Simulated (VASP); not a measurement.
# Ge2Sb2Te5 (P-3m1) in VASP: a series of runs

Ge2Sb2Te5 is run at these levels: PBE; tasks: single point.

Everything below comes from runs of VASP 6.6.1. Logs are shortened: lines on timing, memory, paths and dates and some standing lists are left out, and cuts for length are marked.

**1. The cell of the first run**

The structure is trigonal, space group P-3m1 (No. 164). Conventional cell: a = 4.463 Å, b = 4.463 Å, c = 17.785 Å, α = 90.00°, β = 90.00°, γ = 120.00°. Ge (site symmetry 3m) has 6 Te at 2.93 to 3.38 Å within 3.9 Å. Sb (site symmetry 3m) has 6 Te at 3.10 to 3.26 Å within 4.1 Å. Te (site symmetry -3m) has 6 Sb at 3.26 Å and 12 Te at 4.46 to 4.52 Å within 4.6 Å. Te (site symmetry 3m) has 3 Sb at 3.10 Å and 3 Ge at 3.38 Å within 4.1 Å. Te (site symmetry 3m) has 3 Ge at 2.93 Å within 3.9 Å.

**2. Single point, PBE**

INCAR

```
SYSTEM = Ge2Sb2Te5
PREC = Accurate ; ENCUT = 520
EDIFF = 1E-6 ; ISMEAR = 0
SIGMA = 0.03 ; LREAL = .FALSE.
LASPH = .TRUE. ; NELM = 80
ALGO = Normal ; ISIF = 2
LWAVE = .FALSE. ; LCHARG = .FALSE.
GGA = PE ; NBANDS = 44
```

KPOINTS

```
regular mesh
0
G
  9 9 2
  0 0 0
```

POSCAR

```
Ge2Sb2Te5
1.0
    4.4630000000      0.0000000000      0.0000000000
   -2.2315000000      3.8650713771      0.0000000000
    0.0000000000      0.0000000000     17.7851000000
Ge Sb Te
2 2 5
Direct
    0.0000000000      0.0000000000      0.3314713560
    0.0000000000      0.0000000000      0.6685286440
    0.3333333333      0.6666666667      0.1121550832
    0.6666666667      0.3333333333      0.8878449168
    0.0000000000      0.0000000000      0.0000000000
    0.3333333333      0.6666666667      0.7913602895
    0.6666666667      0.3333333333      0.2086397105
    0.3333333333      0.6666666667      0.4097504733
    0.6666666667      0.3333333333      0.5902495267
```

Potentials or basis: VASP PAW PBE potentials, release 64 (Ge_d, Sb, Te).

On the command line:

```bash
$ cat potpaw_PBE.64/Ge_d/POTCAR potpaw_PBE.64/Sb/POTCAR potpaw_PBE.64/Te/POTCAR > POTCAR
$ mpirun -np 1 vasp_std > vasp.out
```

OUTCAR:

```text
SYSTEM = Ge2Sb2Te5
   PREC = Accurate
   ENCUT = 520
   EDIFF = 1E-6
   ISMEAR = 0
   LREAL = .FALSE.
   LASPH = .TRUE.
   NELM = 80
   ISIF = 2
   GGA = PE

 ion  position               nearest neighbor table
   1  0.000  0.000  0.331-   8 2.93   8 2.93   8 2.93
   2  0.000  0.000  0.669-   9 2.93   9 2.93   9 2.93
   3  0.333  0.667  0.112-   7 3.10   7 3.10   7 3.10   5 3.26   5 3.26   5 3.26
   4  0.667  0.333  0.888-   6 3.10   6 3.10   6 3.10   5 3.26   5 3.26   5 3.26
   5  0.000  0.000  0.000-   3 3.26   4 3.26   4 3.26   3 3.26   4 3.26   3 3.26
   6  0.333  0.667  0.791-   4 3.10   4 3.10   4 3.10
   7  0.667  0.333  0.209-   3 3.10   3 3.10   3 3.10
   8  0.333  0.667  0.410-   1 2.93   1 2.93   1 2.93
   9  0.667  0.333  0.590-   2 2.93   2 2.93   2 2.93

  LATTYP: Found a hexagonal cell.
 ALAT       =     4.4630000000
 C/A-ratio  =     3.9850100829

  Lattice vectors:

 A1 = (   4.4630000000,   0.0000000000,   0.0000000000)
 A2 = (  -2.2315000000,   3.8650713771,   0.0000000000)
 A3 = (   0.0000000000,   0.0000000000,  17.7851000000)

Analysis of symmetry for initial positions (statically):
=====================================================================
 Subroutine PRICEL returns:
 Original cell was already a primitive cell.

 Routine SETGRP: Setting up the symmetry group for a
 hexagonal supercell.

 Subroutine GETGRP returns: Found 12 space group operations
 (whereof 12 operations were pure point group operations)
 out of a pool of 24 trial point group operations.

The static configuration has the point symmetry D_3d.

Analysis of symmetry for dynamics (positions and initial velocities):
=====================================================================
 Subroutine PRICEL returns:
 Original cell was already a primitive cell.

 Routine SETGRP: Setting up the symmetry group for a
 hexagonal supercell.

 Subroutine GETGRP returns: Found 12 space group operations
 (whereof 12 operations were pure point group operations)
 out of a pool of 24 trial point group operations.

The dynamic configuration has the point symmetry D_3d.

 Subroutine INISYM returns: Found 12 space group operations
 (whereof 12 operations are pure point group operations),
 and found     1 'primitive' translations

----------------------------------------------------------------------------------------

                                     Primitive cell

  volume of cell :     306.7897

  direct lattice vectors                    reciprocal lattice vectors
     4.463000000  0.000000000  0.000000000     0.224064531  0.129363717  0.000000000
    -2.231500000  3.865071377  0.000000000     0.000000000  0.258727434  0.000000000
     0.000000000  0.000000000 17.785100000     0.000000000  0.000000000  0.056226842

  length of vectors
     4.463000000  4.463000000 17.785100000     0.258727434  0.258727434  0.056226842

  position of ions in fractional coordinates (direct lattice)
     0.000000000  0.000000000  0.331471356
     0.000000000  0.000000000  0.668528644
     0.333333333  0.666666667  0.112155083
     0.666666667  0.333333333  0.887844917
     0.000000000  0.000000000  0.000000000
     0.333333333  0.666666667  0.791360289
     0.666666667  0.333333333  0.208639711
     0.333333333  0.666666667  0.409750473
     0.666666667  0.333333333  0.590249527

  ion indices of the primitive-cell ions
   primitive index   ion index
                 1           1
                 2           2
                 3           3
                 4           4
                 5           5
                 6           6
                 7           7
                 8           8
                 9           9

----------------------------------------------------------------------------------------

 KPOINTS: regular mesh

Automatic generation of k-mesh.
 Grid dimensions read from file:
 generate k-points for:    9    9    2

 Generating k-lattice:

  Cartesian coordinates                     Fractional coordinates (reciprocal lattice)
     0.024896059  0.014373746  0.000000000     0.111111111  0.000000000  0.000000000
     0.000000000  0.028747493  0.000000000     0.000000000  0.111111111  0.000000000
     0.000000000  0.000000000  0.028113421     0.000000000  0.000000000  0.500000000

  Length of vectors
     0.028747493  0.028747493  0.028113421

  Shift w.r.t. Gamma in fractional coordinates (k-lattice)
     0.000000000  0.000000000  0.000000000

 Subroutine IBZKPT returns following result:
 ===========================================

 Found     24 irreducible k-points:

 Following reciprocal coordinates:
            Coordinates               Weight
  0.000000  0.000000  0.000000      1.000000
  0.111111  0.000000  0.000000      6.000000
  0.222222  0.000000  0.000000      6.000000
  0.333333  0.000000  0.000000      6.000000
  0.444444  0.000000  0.000000      6.000000
  0.111111  0.111111  0.000000      6.000000
[... 16 lines left out ...]
  0.333333  0.222222  0.500000     12.000000
  0.333333  0.333333  0.500000      2.000000
   k-points           NKPTS =     24   k-points in BZ     NKDIM =     24   number of bands    NBANDS=     44
   number of dos      NEDOS =    301   number of ions     NIONS =      9
   total plane-waves  NPLWV = 181440
   dimension x,y,z NGX =    36 NGY =   36 NGZ =  140
   dimension x,y,z NGXF=    72 NGYF=   72 NGZF=  280
   ions per type =               2   2   5
   NGX,Y,Z   is equivalent  to a cutoff of  13.41, 13.41, 13.09 a.u.
   NGXF,Y,Z  is equivalent  to a cutoff of  26.82, 26.82, 26.17 a.u.
 SYSTEM =  Ge2Sb2Te5
   PREC   = accura    normal or accurate (medium, high low for compatibility)
   ISTART =      0    job   : 0-new  1-cont  2-samecut
   ICHARG =      2    charge: 1-file 2-atom 10-const
   ISPIN  =      1    spin polarized calculation?
   LNONCOLLINEAR =      F non collinear calculations
   LSORBIT =      F    spin-orbit coupling
   LASPH  =      T    aspherical Exc in radial PAW
   ENCUT  =  520.0 eV  38.22 Ry    6.18 a.u.   8.30  8.30 33.07*2*pi/ulx,y,z
   NELM   =     80;   NELMIN=  2; NELMDL= -5     # of ELM steps
   EDIFF  = 0.1E-05   stopping-criterion for ELM
   LREAL  =      F    real-space projection
   EDIFFG = 0.1E-04   stopping-criterion for IOM
   NSW    =      0    number of steps for IOM
   IBRION =     -1    ionic relax: 0-MD 1-quasi-New 2-CG
   NFREE  =      0    steps in history (QN), initial steepest desc. (CG)
   ISIF   =      2    stress and relaxation
   ISYM   =      2    0-nonsym 1-usesym 2-fastsym
   POTIM  = 0.5000    time-step for ionic-motion
   TEBEG  =    0.0;   TEEND  =   0.0 temperature during run
   PSTRESS=    0.0 pullay stress
   NELECT =      68.0000    total number of electrons
   NUPDOWN=      -1.0000    fix difference up-down
   EMIN   =  10.00;   EMAX   =-10.00  energy-range for DOS
   EFERMI =   0.00;   METHOD = LEGACY
   ISMEAR =     0;   SIGMA  =   0.03  broadening in eV -4-tet -1-fermi 0-gaus
   EFERMI_NEDOS =   21; number of points for ismear=-14 and -15
   IALGO  =     38    algorithm
   IMIX   =      4    mixing-type and parameters
     AMIX     =   0.40;   BMIX     =  1.00
     AMIX_MAG =   1.60;   BMIX_MAG =  1.00
  volume/ion in A,a.u.               =      34.09       230.04
  Fermi-wavevector in a.u.,A,eV,Ry     =   0.990750  1.872247 13.355292  0.981586
  Thomas-Fermi vector in A             =   2.122443
   LORBIT       =      0    0 simple, 1 ext, 2 COOP (PROOUT), +10 PAW based schemes
   GGA     = PE    functional components
   LHFCALC =     F    Hartree Fock is set to
   AEXX    =    0.0000 exact exchange contribution
   IVDW    =     0    specifies the selected vdW correction
   LEPSILON=     F    determine dielectric tensor
   LRPA    =     F    only Hartree local field effects (RPA)
 non-spin polarized calculation
 Gauss-broadening in eV      SIGMA  =   0.03
  energy-cutoff  :      520.00
  volume of cell :      306.79
 maximum number of plane-waves:      8298
 NGX is ok and might be reduce to    36
   NGX = 17   NGY = 17   NGZ = 67

 number of electron      68.0000001 magnetization

 Free energy of the ion-electron system (eV)
  ---------------------------------------------------
  ext. energy  EPLUGINS =         0.00000000
  ---------------------------------------------------
  free energy    TOTEN  =       -33.55328575 eV

  energy without entropy =      -33.55328567  energy(sigma->0) =      -33.55328571

 E-fermi :   4.9116     XC(G=0):  -8.8802

 val. band max:        4.8178751897   @ k =   0.1111   0.0000   0.5000
 cond. band min:       5.0051305281   @ k =   0.1111   0.0000   0.5000
 fundamental gap:      0.1872553384
 Fermi energy:         4.9115794921

 k-point     1 :       0.0000    0.0000    0.0000
  band No.  band energies     occupation
      1     -19.8178      2.00000
      2     -19.8178      2.00000
      3     -19.8178      2.00000
      4     -19.8178      2.00000
      5     -19.8119      2.00000
      6     -19.8119      2.00000
[... 36 lines left out ...]
     43       6.8434      0.00000
     44       6.9098      0.00000

 k-point     2 :       0.1111    0.0000    0.0000
  band No.  band energies     occupation
      1     -19.8179      2.00000
      2     -19.8179      2.00000
      3     -19.8177      2.00000
      4     -19.8177      2.00000
      5     -19.8120      2.00000
      6     -19.8120      2.00000
[... 36 lines left out ...]
     43       7.2035      0.00000
     44       7.3082      0.00000

 k-point     3 :       0.2222    0.0000    0.0000
  band No.  band energies     occupation
      1     -19.8183      2.00000
      2     -19.8183      2.00000
      3     -19.8173      2.00000
      4     -19.8173      2.00000
      5     -19.8121      2.00000
      6     -19.8121      2.00000
[... 976 lines left out ...]
     43       8.4577      0.00000
     44       8.7456      0.00000

 k-point    24 :       0.3333    0.3333    0.5000
  band No.  band energies     occupation
      1     -19.8184      2.00000
      2     -19.8184      2.00000
      3     -19.8172      2.00000
      4     -19.8172      2.00000
      5     -19.8121      2.00000
      6     -19.8121      2.00000
[... 36 lines left out ...]
     43       8.6791      0.00000
     44       8.8755      0.00000

------------------------ aborting loop because EDIFF is reached ----------------------------------------

  FORCE on cell =-STRESS in cart. coord.  units (eV):
  Direction    XX          YY          ZZ          XY          YZ          ZX
  --------------------------------------------------------------------------------------
  -------------------------------------------------------------------------------------
  Total       -6.9984143     -6.9984143     -3.2239975     -0.0000000      0.0000000      0.0000000
  in kB      -36.5484961    -36.5484961    -16.8369944     -0.0000000      0.0000000      0.0000000
  external PRESSURE =     -29.9779955 kB  Pullay stress =       0.0000000 kB

 VOLUME and BASIS-vectors are now :
 -----------------------------------------------------------------------------
  energy-cutoff  :      520.00
  volume of cell :      306.79
      direct lattice vectors                 reciprocal lattice vectors
     4.463000000  0.000000000  0.000000000     0.224064531  0.129363717  0.000000000
    -2.231500000  3.865071377  0.000000000     0.000000000  0.258727434  0.000000000
     0.000000000  0.000000000 17.785100000     0.000000000  0.000000000  0.056226842

 POSITION                                       TOTAL-FORCE (eV/Angst)
 -----------------------------------------------------------------------------------
      0.00000      0.00000      5.89525        -0.000000      0.000000      0.207458
      0.00000      0.00000     11.88985         0.000000     -0.000000     -0.207458
     -0.00000      2.57671      1.99469        -0.000000     -0.000000      0.113440
      2.23150      1.28836     15.79041         0.000000      0.000000     -0.113440
      0.00000      0.00000      0.00000         0.000000      0.000000     -0.000000
     -0.00000      2.57671     14.07442         0.000000      0.000000      0.273896
      2.23150      1.28836      3.71068         0.000000     -0.000000     -0.273896
     -0.00000      2.57671      7.28745        -0.000000      0.000000     -0.188930
      2.23150      1.28836     10.49765        -0.000000     -0.000000      0.188930
 -----------------------------------------------------------------------------------
    total drift:                               -0.000000      0.000000      0.000000

  FREE ENERGIE OF THE ION-ELECTRON SYSTEM (eV)
  ---------------------------------------------------
  free  energy   TOTEN  =       -33.5532857463 eV

  energy  without entropy=      -33.5532856708  energy(sigma->0) =      -33.55328571
```

Run time: 3.7 min. Hardware: 1 thread of Intel Xeon 6975P-C (Granite Rapids), shared host; peak memory 0.62 GiB.

Results:

- Free energy: -33.5533 eV
- Pressure: -3.0 GPa
- Largest force: 0.274 eV/Å
- Band gap on the k mesh: 0.19 eV

Forces on the atoms (eV/Å):
```
Ge   0.000  0.000  0.207
Ge   0.000  0.000 -0.207
Sb   0.000  0.000  0.113
Sb   0.000  0.000 -0.113
Te   0.000  0.000  0.000
Te   0.000  0.000  0.274
Te   0.000  0.000 -0.274
Te   0.000  0.000 -0.189
Te   0.000  0.000  0.189
```

Levels at points of the mesh, in eV from the valence-band top:
| k point | band 32 | band 33 | band 34 | band 35 | band 36 | band 37 |
| --- | --- | --- | --- | --- | --- | --- |
| (0.00, 0.00, 0.00) | -1.18 | -1.14 | -0.22 | 0.21 | 0.21 | 0.34 |
| (0.00, 0.00, 0.50) | -1.21 | -1.12 | -0.22 | 0.23 | 0.23 | 0.34 |

Caveat: semilocal functionals underestimate gaps, and a narrow one can read as zero; spin-orbit coupling is left out, which moves the levels of the heavy elements; this functional lacks dispersion, which binds layers or chains, so the pressure and a relaxed spacing across them are unreliable. A k mesh can miss the band edges.

[end of part 1 of 2]
